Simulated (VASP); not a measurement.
A run of VASP 6.6.1 is set up as follows.

File INCAR:

```
  ALGO = Normal
  EDIFF = 1E-6
  EDIFFG = -0.002
  ENCUT = 600
  GGA = CA
  IBRION = 2
  ISIF = 3
  ISMEAR = 0
  LASPH = T
  LCHARG = F
  LREAL = F
  LWAVE = F
  NELM = 100
  NSW = 100
  PREC = Accurate
  SIGMA = 0.1
```

KPOINTS

```
k-points
0
Gamma
  12 12 6
```

File POSCAR:

```
Y
1.0
    3.5482707538      0.0000000028      0.0000000000
   -1.7741353793      3.0728926109      0.0000000000
    0.0000000000      0.0000000000      5.4939439604
Y
2
Direct
    0.3333333333      0.6666666667      0.2500000000
    0.6666666667      0.3333333333      0.7500000000
```

Potentials or basis: VASP PAW LDA potentials, release 64 (Y_sv).

The run is started by

```bash
$ cat potpaw_LDA.64/Y_sv/POTCAR > POTCAR
$ mpirun -np 1 vasp_std > vasp.out
```

Task: What does it give for the relaxed cell?

Result: a = 3.544 Å, b = 3.544 Å, c = 5.489 Å, α = 90.00°, β = 90.00°, γ = 120.00°.

Task: Estimate the space group after relaxing (to 0.05 Å).

Result: P6_3/mmc (No. 194).

Task: Estimate the band gap on the k mesh.

Result: Zero (band 11 reaches 4.69 eV, above the bottom of band 12 at 2.89 eV).

Task: What does it give for the relaxed volume?

Result: 29.86 Å³/atom.

Final structure:
```yaml
crystal:
  lattice:
    - [3.54431, 0.00000, 0.00000]
    - [-1.77215, 3.06946, 0.00000]
    - [0.00000, 0.00000, 5.48866]
  atoms:
    - { symbol: Y, position: [0.33333, 0.66667, 0.25000] }
    - { symbol: Y, position: [0.66667, 0.33333, 0.75000] }
```
